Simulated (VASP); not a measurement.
# TiC (Fm-3m) in VASP: further runs

The runs below take TiC through single point, with PBE.

All numbers are computed with VASP 6.6.1; they aren't measurements. Logs are shortened: lines on timing, memory, paths and dates and some standing lists are left out, and cuts for length are marked.

## 1. The cell of the first run

It takes space group Fm-3m (No. 225, cubic). The conventional cell has a = 4.244 Å, b = 4.244 Å, c = 4.244 Å, α = 90.00°, β = 90.00°, γ = 90.00°. Within 2.8 Å of Ti (site symmetry m-3m) lie 6 C at 2.12 Å. Within 2.8 Å of C (site symmetry m-3m) lie 6 Ti at 2.12 Å.

## 2. Single point, PBE (volume scaled by 0.94)

INCAR reads:

```
PREC = Accurate
ENCUT = 520
EDIFF = 1E-7
ISMEAR = 0
SIGMA = 0.1
LREAL = False
LASPH = True
NELM = 80
ALGO = Normal
ISIF = 2
LWAVE = False
LCHARG = False
GGA = PE
NBANDS = 15
```

KPOINTS reads:

```
regular mesh
0
Gamma
  16 16 16
```

POSCAR reads:

```
TiC
1.0
    0.0000000000      2.1221858627      2.1221858627
    2.1221858627      0.0000000000      2.1221858627
    2.1221858627      2.1221858627      0.0000000000
Ti C
1 1
Direct
    0.0000000000      0.0000000000      0.0000000000
    0.5000000000      0.5000000000      0.5000000000
```

Potentials or basis: VASP PAW PBE potentials, release 64 (Ti_sv, C).

Run with:

```bash
$ cat potpaw_PBE.64/Ti_sv/POTCAR potpaw_PBE.64/C/POTCAR > POTCAR
$ mpirun -np 1 vasp_std > vasp.out
```

OUTCAR:

```text
PREC = Accurate
   ENCUT = 520
   EDIFF = 1E-7
   ISMEAR = 0
   LREAL = False
   LASPH = True
   NELM = 80
   ISIF = 2
   GGA = PE

 ion  position               nearest neighbor table
   1  0.000  0.000  0.000-   2 2.12   2 2.12   2 2.12   2 2.12   2 2.12   2 2.12
   2  0.500  0.500  0.500-   1 2.12   1 2.12   1 2.12   1 2.12   1 2.12   1 2.12

  LATTYP: Found a face centered cubic cell.
 ALAT       =     4.2443717254

  Lattice vectors:

 A1 = (   0.0000000000,   2.1221858627,   2.1221858627)
 A2 = (   2.1221858627,   0.0000000000,   2.1221858627)
 A3 = (   2.1221858627,   2.1221858627,   0.0000000000)

Analysis of symmetry for initial positions (statically):
=====================================================================
 Subroutine PRICEL returns:
 Original cell was already a primitive cell.

 Routine SETGRP: Setting up the symmetry group for a
 face centered cubic supercell.

 Subroutine GETGRP returns: Found 48 space group operations
 (whereof 48 operations were pure point group operations)
 out of a pool of 48 trial point group operations.

The static configuration has the point symmetry O_h .

Analysis of symmetry for dynamics (positions and initial velocities):
=====================================================================
 Subroutine PRICEL returns:
 Original cell was already a primitive cell.

 Routine SETGRP: Setting up the symmetry group for a
 face centered cubic supercell.

 Subroutine GETGRP returns: Found 48 space group operations
 (whereof 48 operations were pure point group operations)
 out of a pool of 48 trial point group operations.

The dynamic configuration has the point symmetry O_h .

 Subroutine INISYM returns: Found 48 space group operations
 (whereof 48 operations are pure point group operations),
 and found     1 'primitive' translations

----------------------------------------------------------------------------------------

                                     Primitive cell

  volume of cell :      19.1153

  direct lattice vectors                    reciprocal lattice vectors
     0.000000000  2.122185863  2.122185863    -0.235606131  0.235606131  0.235606131
     2.122185863  0.000000000  2.122185863     0.235606131 -0.235606131  0.235606131
     2.122185863  2.122185863  0.000000000     0.235606131  0.235606131 -0.235606131

  length of vectors
     3.001224029  3.001224029  3.001224029     0.408081789  0.408081789  0.408081789

  position of ions in fractional coordinates (direct lattice)
     0.000000000  0.000000000  0.000000000
     0.500000000  0.500000000  0.500000000

  ion indices of the primitive-cell ions
   primitive index   ion index
                 1           1
                 2           2

----------------------------------------------------------------------------------------

 KPOINTS: regular mesh

Automatic generation of k-mesh.
 Grid dimensions read from file:
 generate k-points for:   16   16   16

 Generating k-lattice:

  Cartesian coordinates                     Fractional coordinates (reciprocal lattice)
    -0.014725383  0.014725383  0.014725383     0.062500000  0.000000000  0.000000000
     0.014725383 -0.014725383  0.014725383     0.000000000  0.062500000  0.000000000
     0.014725383  0.014725383 -0.014725383     0.000000000  0.000000000  0.062500000

  Length of vectors
     0.025505112  0.025505112  0.025505112

  Shift w.r.t. Gamma in fractional coordinates (k-lattice)
     0.000000000  0.000000000  0.000000000

 Subroutine IBZKPT returns following result:
 ===========================================

 Found    145 irreducible k-points:

 Following reciprocal coordinates:
            Coordinates               Weight
  0.000000  0.000000  0.000000      1.000000
  0.062500  0.000000  0.000000      8.000000
  0.125000  0.000000  0.000000      8.000000
  0.187500  0.000000  0.000000      8.000000
  0.250000  0.000000  0.000000      8.000000
  0.312500  0.000000  0.000000      8.000000
[... 16 lines left out ...]
 -0.125000  0.062500  0.000000     24.000000
 -0.062500  0.062500  0.000000     12.000000
 [... further k-points ...]
   k-points           NKPTS =    145   k-points in BZ     NKDIM =    145   number of bands    NBANDS=     15
   number of dos      NEDOS =    301   number of ions     NIONS =      2
   total plane-waves  NPLWV =  13824
   dimension x,y,z NGX =    24 NGY =   24 NGZ =   24
   dimension x,y,z NGXF=    48 NGYF=   48 NGZF=   48
   ions per type =               1   1
   NGX,Y,Z   is equivalent  to a cutoff of  13.29, 13.29, 13.29 a.u.
   NGXF,Y,Z  is equivalent  to a cutoff of  26.59, 26.59, 26.59 a.u.
 SYSTEM =  unknown system
   PREC   = accura    normal or accurate (medium, high low for compatibility)
   ISTART =      0    job   : 0-new  1-cont  2-samecut
   ICHARG =      2    charge: 1-file 2-atom 10-const
   ISPIN  =      1    spin polarized calculation?
   LNONCOLLINEAR =      F non collinear calculations
   LSORBIT =      F    spin-orbit coupling
   LASPH  =      T    aspherical Exc in radial PAW
   ENCUT  =  520.0 eV  38.22 Ry    6.18 a.u.   5.58  5.58  5.58*2*pi/ulx,y,z
   NELM   =     80;   NELMIN=  2; NELMDL= -5     # of ELM steps
   EDIFF  = 0.1E-06   stopping-criterion for ELM
   LREAL  =      F    real-space projection
   EDIFFG = 0.1E-05   stopping-criterion for IOM
   NSW    =      0    number of steps for IOM
   IBRION =     -1    ionic relax: 0-MD 1-quasi-New 2-CG
   NFREE  =      0    steps in history (QN), initial steepest desc. (CG)
   ISIF   =      2    stress and relaxation
   ISYM   =      2    0-nonsym 1-usesym 2-fastsym
   POTIM  = 0.5000    time-step for ionic-motion
   TEBEG  =    0.0;   TEEND  =   0.0 temperature during run
   PSTRESS=    0.0 pullay stress
   NELECT =      16.0000    total number of electrons
   NUPDOWN=      -1.0000    fix difference up-down
   EMIN   =  10.00;   EMAX   =-10.00  energy-range for DOS
   EFERMI =   0.00;   METHOD = LEGACY
   ISMEAR =     0;   SIGMA  =   0.10  broadening in eV -4-tet -1-fermi 0-gaus
   EFERMI_NEDOS =   21; number of points for ismear=-14 and -15
   IALGO  =     38    algorithm
   IMIX   =      4    mixing-type and parameters
     AMIX     =   0.40;   BMIX     =  1.00
     AMIX_MAG =   1.60;   BMIX_MAG =  1.00
  volume/ion in A,a.u.               =       9.56        64.50
  Fermi-wavevector in a.u.,A,eV,Ry     =   1.542842  2.915548 32.386777  2.380361
  Thomas-Fermi vector in A             =   2.648589
   LORBIT       =      0    0 simple, 1 ext, 2 COOP (PROOUT), +10 PAW based schemes
   GGA     = PE    functional components
   LHFCALC =     F    Hartree Fock is set to
   AEXX    =    0.0000 exact exchange contribution
   IVDW    =     0    specifies the selected vdW correction
   LEPSILON=     F    determine dielectric tensor
   LRPA    =     F    only Hartree local field effects (RPA)
 non-spin polarized calculation
 Gauss-broadening in eV      SIGMA  =   0.10
  energy-cutoff  :      520.00
  volume of cell :       19.12
 maximum number of plane-waves:       533
   NGX = 11   NGY = 11   NGZ = 11

 number of electron      16.0000002 magnetization

 Free energy of the ion-electron system (eV)
  ---------------------------------------------------
  ext. energy  EPLUGINS =         0.00000000
  ---------------------------------------------------
  free energy    TOTEN  =       -18.64376766 eV

  energy without entropy =      -18.64188050  energy(sigma->0) =      -18.64282408

 E-fermi :  10.1393     XC(G=0): -13.0165

 val. band max:       10.1334237104   @ k =   0.1250   0.0625   0.0000
 cond. band min:      10.1630572830   @ k =   0.5000   0.5000   0.0000
 fundamental gap:      0.0296335726
 Fermi energy:        10.1393457295

 k-point     1 :       0.0000    0.0000    0.0000
  band No.  band energies     occupation
      1     -46.2670      2.00000
      2     -22.2549      2.00000
      3     -22.2549      2.00000
      4     -22.2549      2.00000
      5      -2.5365      2.00000
      6      10.8585      0.00000
      7      10.8585      0.00000
      8      10.8585      0.00000
      9      11.9005      0.00000
     10      11.9005      0.00000
     11      11.9005      0.00000
     12      11.9901      0.00000
     13      11.9901      0.00000
     14      21.5455      0.00000
     15      24.4201      0.00000

 k-point     2 :       0.0625    0.0000    0.0000
  band No.  band energies     occupation
      1     -46.2634      2.00000
      2     -22.2797      2.00000
      3     -22.2572      2.00000
      4     -22.2572      2.00000
      5      -2.4408      2.00000
      6      10.3864      0.00048
      7      10.6410      0.00000
      8      10.6410      0.00000
      9      11.2273      0.00000
     10      11.2273      0.00000
     11      12.1679      0.00000
     12      13.0220      0.00000
     13      13.0220      0.00000
     14      21.7006      0.00000
     15      24.4867      0.00000

 k-point     3 :       0.1250    0.0000    0.0000
  band No.  band energies     occupation
      1     -46.2531      2.00000
      2     -22.3496      2.00000
      3     -22.2635      2.00000
      4     -22.2635      2.00000
      5      -2.1600      2.00000
      6       9.4680      2.00000
      7       9.8267      1.99999
      8       9.8267      1.99999
      9      11.3142      0.00000
     10      11.3142      0.00000
     11      12.5369      0.00000
     12      14.1605      0.00000
     13      14.1605      0.00000
     14      22.0697      0.00000
     15      24.5938      0.00000

 k-point     4 :       0.1875    0.0000    0.0000
  band No.  band energies     occupation
      1     -46.2377      2.00000
      2     -22.4528      2.00000
      3     -22.2730      2.00000
      4     -22.2730      2.00000
      5      -1.7128      2.00000
      6       8.4016      2.00000
      7       9.0179      2.00000
      8       9.0179      2.00000
      9      11.6241      0.00000
     10      11.6241      0.00000
     11      12.8589      0.00000
     12      15.3018      0.00000
     13      15.3018      0.00000
     14      22.3030      0.00000
     15      24.7145      0.00000
[... 307 lines left out ...]
 k-point    22 :      -0.1875    0.0625    0.0000
  band No.  band energies     occupation
      1     -46.2291      2.00000
      2     -22.4959      2.00000
      3     -22.3010      2.00000
      4     -22.2682      2.00000
      5      -1.4636      2.00000
      6       7.9172      2.00000
      7       8.5609      2.00000
      8       8.8444      2.00000
      9      11.5347      0.00000
     10      12.0746      0.00000
     11      13.1430      0.00000
     12      15.0551      0.00000
     13      16.2974      0.00000
     14      22.3924      0.00000
     15      24.7567      0.00000

 k-point    23 :      -0.1250    0.0625    0.0000
  band No.  band energies     occupation
      1     -46.2456      2.00000
      2     -22.3901      2.00000
      3     -22.2864      2.00000
      4     -22.2600      2.00000
      5      -1.9513      2.00000
      6       8.9626      2.00000
      7       9.2821      2.00000
      8       9.5012      2.00000
      9      11.1934      0.00000
     10      11.7973      0.00000
     11      12.8647      0.00000
     12      14.0161      0.00000
     13      15.1971      0.00000
     14      22.3151      0.00000
     15      24.6269      0.00000

 k-point    24 :      -0.0625    0.0625    0.0000
  band No.  band energies     occupation
      1     -46.2576      2.00000
      2     -22.3137      2.00000
      3     -22.2710      2.00000
      4     -22.2562      2.00000
      5      -2.2844      2.00000
      6       9.9053      1.99907
      7      10.0910      1.50599
      8      10.0982      1.43904
      9      10.9790      0.00000
     10      11.6138      0.00000
     11      12.5344      0.00000
     12      13.1706      0.00000
     13      14.0776      0.00000
     14      21.9382      0.00000
     15      24.5672      0.00000

 [... further k-points ...]
[... 5 lines left out ...]
  --------------------------------------------------------------------------------------
  -------------------------------------------------------------------------------------
  Total        2.1145618      2.1145618      2.1145618      0.0000000      0.0000000     -0.0000000
  in kB      177.2354975    177.2354975    177.2354975      0.0000000      0.0000000     -0.0000000
  external PRESSURE =     177.2354975 kB  Pullay stress =       0.0000000 kB

 VOLUME and BASIS-vectors are now :
 -----------------------------------------------------------------------------
  energy-cutoff  :      520.00
  volume of cell :       19.12
      direct lattice vectors                 reciprocal lattice vectors
     0.000000000  2.122185863  2.122185863    -0.235606131  0.235606131  0.235606131
     2.122185863  0.000000000  2.122185863     0.235606131 -0.235606131  0.235606131
     2.122185863  2.122185863  0.000000000     0.235606131  0.235606131 -0.235606131

 POSITION                                       TOTAL-FORCE (eV/Angst)
 -----------------------------------------------------------------------------------
      0.00000      0.00000      0.00000         0.000000      0.000000      0.000000
      2.12219      2.12219      2.12219         0.000000      0.000000      0.000000
 -----------------------------------------------------------------------------------
    total drift:                                0.000000     -0.000000     -0.000000

  FREE ENERGIE OF THE ION-ELECTRON SYSTEM (eV)
  ---------------------------------------------------
  free  energy   TOTEN  =       -18.6437676580 eV

  energy  without entropy=      -18.6418805007  energy(sigma->0) =      -18.64282408
```

Wall time 24 s (1 thread of Intel Xeon Platinum 8488C (Sapphire Rapids), shared host); peak memory 0.16 GiB.

Results:

* Free energy: -18.6438 eV
* Pressure: 17.7 GPa
* Band gap on the k mesh: zero (band 8 reaches 10.86 eV, above the bottom of band 9 at 9.73 eV)

Levels at points of the mesh, in eV from the Fermi level:
| k point | band 4 | band 5 | band 6 | band 7 | band 8 | band 9 | band 10 | band 11 | band 12 | band 13 |
| --- | --- | --- | --- | --- | --- | --- | --- | --- | --- | --- |
| (0.00, 0.00, 0.00) | -32.39 | -12.68 | 0.72 | 0.72 | 0.72 | 1.76 | 1.76 | 1.76 | 1.85 | 1.85 |
| (0.50, 0.00, 0.00) | -32.45 | -8.89 | -6.12 | -3.09 | -3.09 | 3.17 | 3.17 | 4.46 | 8.57 | 8.76 |
| (0.50, 0.50, 0.00) | -32.60 | -10.36 | -3.46 | -1.80 | 0.02 | 0.02 | 2.94 | 3.83 | 3.83 | 6.40 |

## 3. Single point, PBE (volume scaled by 1.06)

INCAR reads:

```
PREC     = Accurate       # precision mode
ENCUT    = 520            # plane-wave cutoff, eV
EDIFF    = 1E-6           # SCF threshold, eV
ISMEAR   = 0              # smearing method
SIGMA    = 0.1            # smearing width, eV
LREAL    = False          # projectors in reciprocal space
LASPH    = True           # aspherical terms in the spheres
NELM     = 100            # most SCF steps
ALGO     = Normal         # electronic algorithm
ISIF     = 2              # what is computed and relaxed
LWAVE    = False          # write WAVECAR
LCHARG   = False          # write CHGCAR
GGA      = PE             # functional
NBANDS   = 15             # bands
```

KPOINTS reads:

```
Automatic mesh
0
Gamma
  16 16 16
```

POSCAR reads:

```
TiC
1.0
    0.0000000000      2.2089001650      2.2089001650
    2.2089001650      0.0000000000      2.2089001650
    2.2089001650      2.2089001650      0.0000000000
Ti C
1 1
Direct
    0.0000000000      0.0000000000      0.0000000000
    0.5000000000      0.5000000000      0.5000000000
```

Potentials or basis: VASP PAW PBE potentials, release 64 (Ti_sv, C).

Run with:

```bash
$ cat potpaw_PBE.64/Ti_sv/POTCAR potpaw_PBE.64/C/POTCAR > POTCAR
$ mpirun -np 1 vasp_std > vasp.out
```

Wall time 23 s (1 thread of Intel Xeon Platinum 8488C (Sapphire Rapids), shared host); peak memory 0.17 GiB.

The run converged. Its results:

```yaml
Free_energy: -18.6602 eV
Pressure: -12.7 GPa
Band_gap_on_the_k_mesh: zero (band 8 reaches 9.40 eV, above the bottom of band 9 at 8.34 eV)
```

Levels at points of the mesh, in eV from the Fermi level:
```
           k point  band 5  band 6  band 7  band 8  band 9  band 10  band 11  band 12
(0.00, 0.00, 0.00)  -12.11    0.67    0.67    0.67    1.59     1.59     1.61     1.61
(0.50, 0.00, 0.00)   -8.91   -5.56   -2.71   -2.71    2.69     2.69     3.77     7.60
(0.50, 0.50, 0.00)   -9.88   -3.37   -1.44   -0.07   -0.07     2.49     3.23     3.23
```
